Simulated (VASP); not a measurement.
Set up this calculation in VASP 6.6.1, as the native input.

```yaml
Task: single point
Functional: r2SCAN
Potentials_or_basis: VASP PAW PBE potentials, release 64 (Sn_d, O)
Cutoff: 660 eV
k_mesh: 6 × 6 × 6
Occupations: fermi-dirac, width 0.02 eV
Spin: non-collinear spin, zero start, spin-orbit coupling
Starting_moments: "[[0.0, 0.0, 0.0], [0.0, 0.0, 0.0], [0.0, 0.0, 0.0], [0.0, 0.0, 0.0]] μB"
Dipole_correction: no
Further_INCAR_settings: ALGO = Normal; EDIFF = 1e-06; NBANDS = 54
```

The system is SnO.

```xyz
4
Lattice="3.8305 0.0000 0.0000 0.0000 3.8305 0.0000 0.0000 0.0000 4.8060" Properties=species:S:1:pos:R:3 pbc="T T T"
Sn    0.0000    1.9153    1.1363
Sn    1.9153    0.0000    3.6697
O     1.9153    1.9153    0.0000
O     0.0000    0.0000    0.0000
```

This cell differs from its parent crystal: strain +1.0%.

These files were run (other wordings do the same):

POSCAR

```
SnO
1.0
    3.8305139423      0.0000000000      0.0000000000
    0.0000000000      3.8305139423      0.0000000000
    0.0000000000      0.0000000000      4.8059711001
Sn O
2 2
Direct
    0.0000000000      0.5000000000      0.2364286208
    0.5000000000      0.0000000000      0.7635713792
    0.5000000000      0.5000000000      0.0000000000
    0.0000000000      0.0000000000      0.0000000000
```

INCAR.step1

```
PREC = Accurate ; ENCUT = 660
ISMEAR = -1 ; SIGMA = 0.02
LREAL = False ; LASPH = True
NELM = 200 ; MAGMOM = 0 0 0 0 0 0 0 0 0 0 0 0
LSORBIT = True ; GGA_COMPAT = False
NBANDS = 54 ; GGA = PE
ALGO = Normal ; EDIFF = 1E-5
LWAVE = True ; LCHARG = False
KPAR = 4
```

INCAR.step2

```
PREC = Accurate ; ENCUT = 660
EDIFF = 1E-6 ; ISMEAR = -1
SIGMA = 0.02 ; LREAL = False
LASPH = True ; NELM = 200
ALGO = Normal ; ISIF = 2
LWAVE = False ; LCHARG = True
MAGMOM = 0 0 0 0 0 0 0 0 0 0 0 0 ; LORBIT = 11
LSORBIT = True ; GGA_COMPAT = False
LORBMOM = True ; METAGGA = R2SCAN
LMIXTAU = True ; LVHAR = True
NBANDS = 54 ; ISTART = 1
KPAR = 4
```

KPOINTS

```
regular mesh
0
Gamma
  6 6 6
```

Potentials or basis: VASP PAW PBE potentials, release 64 (Sn_d, O).

Launch:

```bash
$ cat potpaw_PBE.64/Sn_d/POTCAR potpaw_PBE.64/O/POTCAR > POTCAR
$ cp INCAR.step1 INCAR
$ mpirun -np 4 vasp_ncl > vasp.out
$ cp INCAR.step2 INCAR
$ mpirun -np 4 vasp_ncl > vasp.out
```

Results of the run:

```yaml
Pressure: 0.1 GPa
Largest_force: 0.124 eV/Å
Net_moment: 0.00 μB per cell
Valence_electrons_inside_the_program's_atomic_spheres: Sn 12.11; O 5.04
```

Caveat: the cell differs from its parent crystal (strain +1.0%); the PAW data sets were made with another functional, which shifts forces and pressure a little.

It took 16 min on 4 MPI ranks on Oxide Virtual Turin-like Processor, with other jobs on the host, peak memory 0.63 GiB a rank.
